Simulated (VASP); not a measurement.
Input of a VASP 6.6.1 run:

Contents of POSCAR:

```
ZnO
1.0
    3.2359554851      0.0000000000      0.0000000000
   -1.6179777426      2.8024196556      0.0000000000
    0.0000000000      0.0000000000      5.2090602275
Zn O
2 2
Direct
    0.3333333333      0.6666666667      0.0010763040
    0.6666666667      0.3333333333      0.5010763040
    0.3333333333      0.6666666667      0.3810236960
    0.6666666667      0.3333333333      0.8810236960
```

Contents of INCAR.step1:

```
SYSTEM = ZnO
  PREC = Accurate
  ENCUT = 520
  ISMEAR = 0
  SIGMA = 0.05
  LREAL = .False.
  LASPH = .True.
  NELM = 80
  NBANDS = 26
  GGA = PE
  ALGO = Normal
  EDIFF = 1E-4
  LWAVE = .True.
  LCHARG = .False.
```

File INCAR.step2:

```
SYSTEM = ZnO
  PREC = Accurate
  ENCUT = 520
  EDIFF = 1E-7
  ISMEAR = 0
  SIGMA = 0.05
  LREAL = .False.
  LASPH = .True.
  NELM = 80
  ALGO = Normal
  ISIF = 2
  LWAVE = .False.
  LCHARG = .True.
  METAGGA = R2SCAN
  LMIXTAU = .True.
  LELF = .True.
  LVHAR = .True.
  NBANDS = 26
  ISTART = 1
```

Contents of KPOINTS:

```
regular mesh
0
Gamma
  12 12 6
  0 0 0
```

Potentials or basis: VASP PAW PBE potentials, release 64 (Zn, O).

Run with:

```console
$ cat potpaw_PBE.64/Zn/POTCAR potpaw_PBE.64/O/POTCAR > POTCAR
$ cp INCAR.step1 INCAR
$ mpirun -np 1 vasp_std > vasp.out
$ cp INCAR.step2 INCAR
$ mpirun -np 1 vasp_std > vasp.out
```

Problem. Predict the band gap on the k mesh.

Solution. 1.24 eV.

Problem. What does it give for the largest force?

Solution. 0.007 eV/Å.

Problem. Estimate the pressure.

Solution. 1.0 GPa.

Stress tensor (GPa, compression positive):
```
0.94 0.00 0.00
0.00 0.94 0.00
0.00 0.00 1.03
```

Caveat: the PAW data sets were made with another functional, which shifts forces and pressure a little.

**The experiment to reproduce.**

From “Electronic structure of alkaline earth and post-transition metal oxides”, 2009, arxiv:0908.1581, for a bulk crystal of ZnO: band gap 3.37 eV.

Against the measured gap of ZnO, 3.37 eV (quoted in “Electronic structure of alkaline earth and post-transition metal oxides”, 2009, arxiv:0908.1581), the calculated 1.24 eV is off by -2.13 eV. So large a miss can be the level of theory's own, or it may mean another phase, state or a wrong row. The value is that of r2SCAN, without temperature or zero-point motion.
